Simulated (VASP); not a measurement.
Write the native input for VASP 6.6.1 that does the following.

* Task: single point
* Functional: LDA
* Potentials or basis: VASP PAW LDA potentials, release 64 (Ti_sv)
* Cutoff: 520 eV
* k mesh: 12 × 12 × 12
* Occupations: gaussian, width 0.1 eV
* Spin: no spin polarisation
* Dipole correction: no
* Further INCAR settings: ALGO = Normal; EDIFF = 1e-06; NBANDS = 12

The structure of Ti lies in POSCAR:

```
Ti
1.0
   -1.6784297688      1.6784297688      1.6784297688
    1.6784297688     -1.6784297688      1.6784297688
    1.6784297688      1.6784297688     -1.6784297688
Ti
1
Direct
    0.0000000000      0.0000000000      0.0000000000
```

One way to write it, as run:

INCAR

```
ALGO = Normal
EDIFF = 1E-6
ENCUT = 520
GGA = CA
ISIF = 2
ISMEAR = 0
LASPH = T
LCHARG = T
LELF = T
LREAL = F
LVHAR = T
LWAVE = F
NBANDS = 12
NELM = 80
PREC = Accurate
SIGMA = 0.1
```

KPOINTS

```
k-points
0
Gamma
  12 12 12
```

Potentials or basis: VASP PAW LDA potentials, release 64 (Ti_sv).

Launch:

```bash
$ cat potpaw_LDA.64/Ti_sv/POTCAR > POTCAR
$ mpirun -np 1 vasp_std > vasp.out
```

It gave:

```json
{"Pressure": "-15.8 GPa", "Band gap on the k mesh": "zero (band 6 reaches 7.87 eV, above the bottom of band 7 at 6.43 eV)"}
```

Run time: 4.6 s on 1 thread of Intel(R) Xeon(R) 6975P-C (Granite Rapids), with other jobs on the host, peak memory 0.13 GiB.
